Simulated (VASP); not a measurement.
# Ta (Im-3m) in VASP: further runs

Ta is run at these levels: PBE; tasks: single point.

Program: VASP 6.6.1. These are calculated values, not measurements. Logs are shortened: lines on timing, memory, paths and dates and some standing lists are left out, and cuts for length are marked.

## 1. The cell of the first run

Symmetry: Im-3m, No. 229, cubic system. Conventional cell: a = 3.165 Å, b = 3.165 Å, c = 3.165 Å, α = 90.00°, β = 90.00°, γ = 90.00°. Within 3.6 Å of Ta (site symmetry m-3m) lie 14 Ta at 2.74 to 3.16 Å.

## 2. Single point, PBE

INCAR

```
PREC = Accurate ; ENCUT = 520
EDIFF = 1E-6 ; ISMEAR = -1
SIGMA = 0.1 ; LREAL = F
LASPH = T ; NELM = 60
ALGO = Normal ; ISIF = 2
LWAVE = F ; LCHARG = F
GGA = PE ; NBANDS = 12
```

KPOINTS

```
Automatic mesh
0
Gamma
  14 14 14
```

POSCAR

```
Ta
1.0
   -1.5823951563      1.5823951563      1.5823951563
    1.5823951563     -1.5823951563      1.5823951563
    1.5823951563      1.5823951563     -1.5823951563
Ta
1
Direct
    0.0000000000      0.0000000000      0.0000000000
```

Potentials or basis: VASP PAW PBE potentials, release 64 (Ta_pv).

Command:

```console
> cat potpaw_PBE.64/Ta_pv/POTCAR > POTCAR
> mpirun -np 1 vasp_std > vasp.out
```

OUTCAR:

```text
PREC = Accurate
   ENCUT = 520
   EDIFF = 1E-6
   ISMEAR = -1
   LREAL = F
   LASPH = T
   NELM = 60
   ISIF = 2
   GGA = PE

 ion  position               nearest neighbor table
   1  0.000  0.000  0.000-

  LATTYP: Found a body centered cubic cell.
 ALAT       =     3.1647903126

  Lattice vectors:

 A1 = (  -1.5823951563,   1.5823951563,   1.5823951563)
 A2 = (   1.5823951563,  -1.5823951563,   1.5823951563)
 A3 = (   1.5823951563,   1.5823951563,  -1.5823951563)

Analysis of symmetry for initial positions (statically):
=====================================================================
 Subroutine PRICEL returns:
 Original cell was already a primitive cell.

 Routine SETGRP: Setting up the symmetry group for a
 body centered cubic supercell.

 Subroutine GETGRP returns: Found 48 space group operations
 (whereof 48 operations were pure point group operations)
 out of a pool of 48 trial point group operations.

The static configuration has the point symmetry O_h .

Analysis of symmetry for dynamics (positions and initial velocities):
=====================================================================
 Subroutine PRICEL returns:
 Original cell was already a primitive cell.

 Routine SETGRP: Setting up the symmetry group for a
 body centered cubic supercell.

 Subroutine GETGRP returns: Found 48 space group operations
 (whereof 48 operations were pure point group operations)
 out of a pool of 48 trial point group operations.

The dynamic configuration has the point symmetry O_h .

 Subroutine INISYM returns: Found 48 space group operations
 (whereof 48 operations are pure point group operations),
 and found     1 'primitive' translations

----------------------------------------------------------------------------------------

                                     Primitive cell

  volume of cell :      15.8491

  direct lattice vectors                    reciprocal lattice vectors
    -1.582395156  1.582395156  1.582395156     0.000000000  0.315976700  0.315976700
     1.582395156 -1.582395156  1.582395156     0.315976700  0.000000000  0.315976700
     1.582395156  1.582395156 -1.582395156     0.315976700  0.315976700  0.000000000

  length of vectors
     2.740788808  2.740788808  2.740788808     0.446858535  0.446858535  0.446858535

  position of ions in fractional coordinates (direct lattice)
     0.000000000  0.000000000  0.000000000

  ion indices of the primitive-cell ions
   primitive index   ion index
                 1           1

----------------------------------------------------------------------------------------

 KPOINTS: Automatic mesh

Automatic generation of k-mesh.
 Grid dimensions read from file:
 generate k-points for:   14   14   14

 Generating k-lattice:

  Cartesian coordinates                     Fractional coordinates (reciprocal lattice)
     0.000000000  0.022569764  0.022569764     0.071428571  0.000000000  0.000000000
     0.022569764  0.000000000  0.022569764     0.000000000  0.071428571  0.000000000
     0.022569764  0.022569764  0.000000000     0.000000000  0.000000000  0.071428571

  Length of vectors
     0.031918467  0.031918467  0.031918467

  Shift w.r.t. Gamma in fractional coordinates (k-lattice)
     0.000000000  0.000000000  0.000000000

 Subroutine IBZKPT returns following result:
 ===========================================

 Found    104 irreducible k-points:

 Following reciprocal coordinates:
            Coordinates               Weight
  0.000000  0.000000  0.000000      1.000000
  0.071429  0.000000  0.000000     12.000000
  0.142857  0.000000  0.000000     12.000000
  0.214286  0.000000  0.000000     12.000000
  0.285714  0.000000  0.000000     12.000000
  0.357143  0.000000  0.000000     12.000000
[... 16 lines left out ...]
  0.285714  0.285714  0.000000     24.000000
  0.357143  0.285714  0.000000     24.000000
 [... further k-points ...]
   k-points           NKPTS =    104   k-points in BZ     NKDIM =    104   number of bands    NBANDS=     12
   number of dos      NEDOS =    301   number of ions     NIONS =      1
   total plane-waves  NPLWV =   8000
   dimension x,y,z NGX =    20 NGY =   20 NGZ =   20
   dimension x,y,z NGXF=    40 NGYF=   40 NGZF=   40
   ions per type =               1
   NGX,Y,Z   is equivalent  to a cutoff of  12.13, 12.13, 12.13 a.u.
   NGXF,Y,Z  is equivalent  to a cutoff of  24.26, 24.26, 24.26 a.u.
 SYSTEM =  unknown system
   PREC   = accura    normal or accurate (medium, high low for compatibility)
   ISTART =      0    job   : 0-new  1-cont  2-samecut
   ICHARG =      2    charge: 1-file 2-atom 10-const
   ISPIN  =      1    spin polarized calculation?
   LNONCOLLINEAR =      F non collinear calculations
   LSORBIT =      F    spin-orbit coupling
   LASPH  =      T    aspherical Exc in radial PAW
   ENCUT  =  520.0 eV  38.22 Ry    6.18 a.u.   5.10  5.10  5.10*2*pi/ulx,y,z
   NELM   =     60;   NELMIN=  2; NELMDL= -5     # of ELM steps
   EDIFF  = 0.1E-05   stopping-criterion for ELM
   LREAL  =      F    real-space projection
   EDIFFG = 0.1E-04   stopping-criterion for IOM
   NSW    =      0    number of steps for IOM
   IBRION =     -1    ionic relax: 0-MD 1-quasi-New 2-CG
   NFREE  =      0    steps in history (QN), initial steepest desc. (CG)
   ISIF   =      2    stress and relaxation
   ISYM   =      2    0-nonsym 1-usesym 2-fastsym
   POTIM  = 0.5000    time-step for ionic-motion
   TEBEG  =    0.0;   TEEND  =   0.0 temperature during run
   PSTRESS=    0.0 pullay stress
   NELECT =      11.0000    total number of electrons
   NUPDOWN=      -1.0000    fix difference up-down
   EMIN   =  10.00;   EMAX   =-10.00  energy-range for DOS
   EFERMI =   0.00;   METHOD = LEGACY
   ISMEAR =    -1;   SIGMA  =   0.10  broadening in eV -4-tet -1-fermi 0-gaus
   EFERMI_NEDOS =   21; number of points for ismear=-14 and -15
   IALGO  =     38    algorithm
   IMIX   =      4    mixing-type and parameters
     AMIX     =   0.40;   BMIX     =  1.00
     AMIX_MAG =   1.60;   BMIX_MAG =  1.00
  volume/ion in A,a.u.               =      15.85       106.96
  Fermi-wavevector in a.u.,A,eV,Ry     =   1.449453  2.739069 28.584668  2.100914
  Thomas-Fermi vector in A             =   2.567178
   LORBIT       =      0    0 simple, 1 ext, 2 COOP (PROOUT), +10 PAW based schemes
   GGA     = PE    functional components
   LHFCALC =     F    Hartree Fock is set to
   AEXX    =    0.0000 exact exchange contribution
   IVDW    =     0    specifies the selected vdW correction
   LEPSILON=     F    determine dielectric tensor
   LRPA    =     F    only Hartree local field effects (RPA)
 non-spin polarized calculation
  energy-cutoff  :      520.00
  volume of cell :       15.85
 maximum number of plane-waves:       438
   NGX = 11   NGY = 11   NGZ = 11

 number of electron      11.0000001 magnetization

 Free energy of the ion-electron system (eV)
  ---------------------------------------------------
  ext. energy  EPLUGINS =         0.00000000
  ---------------------------------------------------
  free energy    TOTEN  =       -11.57977830 eV

  energy without entropy =      -11.54171945  energy(sigma->0) =      -11.56074888

 E-fermi :   6.5736     XC(G=0): -13.2874

 val. band max:        6.5536175367   @ k =   0.2143   0.0000   0.0000
 cond. band min:       6.5744086264   @ k =  -0.2143   0.2143   0.0714
 fundamental gap:      0.0207910898
 Fermi energy:         6.5735613153

 k-point     1 :       0.0000    0.0000    0.0000
  band No.  band energies     occupation
      1     -25.9803      2.00000
      2     -25.9803      2.00000
      3     -25.9803      2.00000
      4      -1.8096      2.00000
      5       7.2852      0.00162
      6       7.2852      0.00162
      7       7.2852      0.00162
      8      11.0316      0.00000
      9      11.0316      0.00000
     10      21.7024      0.00000
     11      22.1938      0.00000
     12      22.1938      0.00000

 k-point     2 :       0.0714    0.0000    0.0000
  band No.  band energies     occupation
      1     -26.0786      2.00000
      2     -26.0093      2.00000
      3     -25.9812      2.00000
      4      -1.5410      2.00000
      5       7.1071      0.00959
      6       7.2316      0.00277
      7       7.5498      0.00012
      8      10.7381      0.00000
      9      11.0290      0.00000
     10      21.7023      0.00000
     11      22.4451      0.00000
     12      22.6540      0.00000

 k-point     3 :       0.1429    0.0000    0.0000
  band No.  band energies     occupation
      1     -26.3467      2.00000
      2     -26.0897      2.00000
      3     -25.9836      2.00000
      4      -0.7945      2.00000
      5       6.6452      0.65627
      6       6.9847      0.03223
      7       8.3294      0.00000
      8      10.2898      0.00000
      9      11.0487      0.00000
     10      21.7018      0.00000
     11      23.0157      0.00000
     12      23.9571      0.00000
[... 286 lines left out ...]
 k-point    23 :       0.2857    0.2857    0.0000
  band No.  band energies     occupation
      1     -27.4075      2.00000
      2     -26.9404      2.00000
      3     -26.1944      2.00000
      4       3.4922      2.00000
      5       4.9783      2.00000
      6       6.0735      1.98662
      7      11.0852      0.00000
      8      12.0748      0.00000
      9      17.9979      0.00000
     10      18.1529      0.00000
     11      21.7117      0.00000
     12      22.3767      0.00000

 k-point    24 :       0.3571    0.2857    0.0000
  band No.  band energies     occupation
      1     -27.3410      2.00000
      2     -27.0716      2.00000
      3     -26.2035      2.00000
      4       3.5994      2.00000
      5       5.1702      2.00000
      6       5.9197      1.99711
      7      11.3776      0.00000
      8      12.0871      0.00000
      9      17.1381      0.00000
     10      19.4286      0.00000
     11      21.3398      0.00000
     12      21.7109      0.00000

 [... further k-points ...]
[... 5 lines left out ...]
  --------------------------------------------------------------------------------------
  -------------------------------------------------------------------------------------
  Total        3.7172335      3.7172335      3.7172335      0.0000000     -0.0000000      0.0000000
  in kB      375.7730279    375.7730279    375.7730279      0.0000000     -0.0000000      0.0000000
  external PRESSURE =     375.7730279 kB  Pullay stress =       0.0000000 kB

 VOLUME and BASIS-vectors are now :
 -----------------------------------------------------------------------------
  energy-cutoff  :      520.00
  volume of cell :       15.85
      direct lattice vectors                 reciprocal lattice vectors
    -1.582395156  1.582395156  1.582395156     0.000000000  0.315976700  0.315976700
     1.582395156 -1.582395156  1.582395156     0.315976700  0.000000000  0.315976700
     1.582395156  1.582395156 -1.582395156     0.315976700  0.315976700  0.000000000

 POSITION                                       TOTAL-FORCE (eV/Angst)
 -----------------------------------------------------------------------------------
      0.00000      0.00000      0.00000         0.000000     -0.000000      0.000000
 -----------------------------------------------------------------------------------
    total drift:                                0.000000     -0.000000     -0.000000

  FREE ENERGIE OF THE ION-ELECTRON SYSTEM (eV)
  ---------------------------------------------------
  free  energy   TOTEN  =       -11.5797783025 eV

  energy  without entropy=      -11.5417194546  energy(sigma->0) =      -11.56074888
```

Wall time 7.6 s (1 thread of Intel Xeon Platinum 8488C (Sapphire Rapids), shared host); peak memory 0.14 GiB.

Results:

```
Free energy : -11.5798 eV
Pressure    : 37.6 GPa
```

Levels at points of the mesh, in eV from the Fermi level:
```tsv
k point	band 1	band 2	band 3	band 4	band 5	band 6	band 7	band 8	band 9	band 10
(0.00, 0.00, 0.00)	-32.55	-32.55	-32.55	-8.38	0.71	0.71	0.71	4.46	4.46	15.13
(0.50, 0.00, 0.00)	-34.32	-33.11	-32.57	-4.99	-1.97	2.28	4.45	5.63	9.13	12.55
(0.50, 0.50, 0.50)	-33.76	-33.76	-33.76	-4.64	-4.64	7.94	7.94	7.94	9.93	9.93
```

Caveat: spin-orbit coupling is left out, which moves the levels of the heavy elements.

## 3. Single point, PBE

This run uses another cell than the first one, of 16.57 Å³/atom, 1.045 times its volume.

INCAR

```
  ALGO = Normal
  EDIFF = 1E-6
  ENCUT = 520
  GGA = PE
  ISIF = 2
  ISMEAR = -1
  LASPH = T
  LCHARG = T
  LELF = T
  LREAL = F
  LVHAR = T
  LWAVE = F
  NBANDS = 12
  NELM = 80
  PREC = Accurate
  SIGMA = 0.1
```

KPOINTS

```
k-points
0
Gamma
  14 14 14
```

POSCAR

```
Ta
1.0
   -1.6060164770      1.6060164770      1.6060164770
    1.6060164770     -1.6060164770      1.6060164770
    1.6060164770      1.6060164770     -1.6060164770
Ta
1
Direct
    0.0000000000      0.0000000000      0.0000000000
```

Potentials or basis: VASP PAW PBE potentials, release 64 (Ta_pv).

Command:

```console
> cat potpaw_PBE.64/Ta_pv/POTCAR > POTCAR
> mpirun -np 1 vasp_std > vasp.out
```

It took 8.7 s on 1 thread of Intel Xeon Platinum 8488C (Sapphire Rapids), shared host; peak memory 0.15 GiB.

It converged, with:

* Free energy: -11.7174 eV
* Pressure: 23.9 GPa

Levels at points of the mesh, in eV from the Fermi level:
```csv
k point,band 2,band 3,band 4,band 5,band 6,band 7,band 8,band 9
"(0.00, 0.00, 0.00)",-32.74,-32.74,-8.23,0.72,0.72,0.72,4.30,4.30
"(0.50, 0.00, 0.00)",-33.23,-32.75,-4.77,-1.81,2.01,4.25,5.37,8.65
"(0.50, 0.50, 0.50)",-33.79,-33.79,-4.33,-4.33,7.54,7.54,7.54,9.46
```

Caveat: spin-orbit coupling is left out, which moves the levels of the heavy elements.

## 4. Single point, PBE

This run uses another cell than the first one, of 17.29 Å³/atom, 1.091 times its volume.

INCAR

```
SYSTEM = Ta
PREC     = Accurate       ! precision mode
ENCUT    = 520            ! plane-wave cutoff, eV
EDIFF    = 1E-6           ! SCF threshold, eV
ISMEAR   = -1             ! smearing method
SIGMA    = 0.1            ! smearing width, eV
LREAL    = .False.        ! projectors in reciprocal space
LASPH    = .True.         ! aspherical terms in the spheres
NELM     = 80             ! most SCF steps
ALGO     = Normal         ! electronic algorithm
ISIF     = 2              ! what is computed and relaxed
LWAVE    = .False.        ! write WAVECAR
LCHARG   = .False.        ! write CHGCAR
GGA      = PE             ! functional
NBANDS   = 12             ! bands
```

KPOINTS

```
Automatic mesh
0
Gamma
  14 14 14
  0 0 0
```

POSCAR

```
Ta
1.0
   -1.6289626696      1.6289626696      1.6289626696
    1.6289626696     -1.6289626696      1.6289626696
    1.6289626696      1.6289626696     -1.6289626696
Ta
1
Direct
    0.0000000000      0.0000000000      0.0000000000
```

Command:

```console
> cat potpaw_PBE.64/Ta_pv/POTCAR > POTCAR
> mpirun -np 1 vasp_std > vasp.out
```

It took 8.6 s on 1 thread of Intel Xeon Platinum 8488C (Sapphire Rapids), shared host; peak memory 0.15 GiB.

It converged, with:

- Free energy: -11.7989 eV
- Pressure: 12.6 GPa

Levels at points of the mesh, in eV from the Fermi level:
| k point | band 1 | band 2 | band 3 | band 4 | band 5 | band 6 | band 7 | band 8 | band 9 | band 10 |
| --- | --- | --- | --- | --- | --- | --- | --- | --- | --- | --- |
| (0.00, 0.00, 0.00) | -32.91 | -32.91 | -32.91 | -8.08 | 0.73 | 0.73 | 0.73 | 4.15 | 4.15 | 14.83 |
| (0.50, 0.00, 0.00) | -34.25 | -33.34 | -32.92 | -4.57 | -1.67 | 1.78 | 4.06 | 5.13 | 8.20 | 12.13 |
| (0.50, 0.50, 0.50) | -33.84 | -33.84 | -33.84 | -4.06 | -4.06 | 7.17 | 7.17 | 7.17 | 9.03 | 9.03 |

Caveat: spin-orbit coupling is left out, which moves the levels of the heavy elements.

## 5. Single point, PBE

This run uses another cell than the first one, of 18.01 Å³/atom, 1.136 times its volume.

INCAR

```
PREC     = Accurate       # precision mode
ENCUT    = 520            # plane-wave cutoff, eV
EDIFF    = 1E-7           # SCF threshold, eV
ISMEAR   = -1             # smearing method
SIGMA    = 0.1            # smearing width, eV
LREAL    = False          # projectors in reciprocal space
LASPH    = True           # aspherical terms in the spheres
NELM     = 60             # most SCF steps
ALGO     = Normal         # electronic algorithm
ISIF     = 2              # what is computed and relaxed
LWAVE    = False          # write WAVECAR
LCHARG   = True           # write CHGCAR
GGA      = PE             # functional
LELF     = True           # ELF
LVHAR    = True         
NBANDS   = 12             # bands
```

KPOINTS

```
Automatic mesh
0
Gamma
  14 14 14
```

POSCAR

```
Ta
1.0
   -1.6512800000      1.6512800000      1.6512800000
    1.6512800000     -1.6512800000      1.6512800000
    1.6512800000      1.6512800000     -1.6512800000
Ta
1
Direct
    0.0000000000      0.0000000000      0.0000000000
```

Command:

```console
> cat potpaw_PBE.64/Ta_pv/POTCAR > POTCAR
> mpirun -np 1 vasp_std > vasp.out
```

Run time: 9.8 s. Hardware: 1 thread of Intel Xeon Platinum 8488C (Sapphire Rapids), shared host; peak memory 0.15 GiB.

It converged, with:

- Free energy: -11.8342 eV
- Pressure: 3.3 GPa

Levels at points of the mesh, in eV from the Fermi level:
| k point | band 2 | band 3 | band 4 | band 5 | band 6 | band 7 | band 8 | band 9 |
| --- | --- | --- | --- | --- | --- | --- | --- | --- |
| (0.00, 0.00, 0.00) | -33.09 | -33.09 | -7.93 | 0.72 | 0.72 | 0.72 | 3.99 | 3.99 |
| (0.50, 0.00, 0.00) | -33.47 | -33.09 | -4.39 | -1.56 | 1.57 | 3.87 | 4.90 | 7.78 |
| (0.50, 0.50, 0.50) | -33.90 | -33.90 | -3.82 | -3.82 | 6.82 | 6.82 | 6.82 | 8.64 |

Caveat: spin-orbit coupling is left out, which moves the levels of the heavy elements.

## 6. Overview

| cell | gap on the mesh (eV) | pressure (GPa) |
| --- | --- | --- |
| a = 2.741 Å, angles 109.5°, 1 atom | none | 37.6 |
| a = 2.782 Å, angles 109.5°, 1 atom | none | 23.9 |
| a = 2.821 Å, angles 109.5°, 1 atom | none | 12.6 |
| a = 2.860 Å, angles 109.5°, 1 atom | none | 3.3 |

Alike in all rows: task single point; level PBE; potentials or basis VASP PAW PBE potentials, release 64 (Ta_pv); no spin polarisation; k mesh 14 × 14 × 14; cutoff (eV) 520; smearing fermi-dirac 0.1 eV.

Caveats: spin-orbit coupling is left out, which moves the levels of the heavy elements.

Total energies depend on the potentials used, so only differences within one code and one set of settings carry meaning.
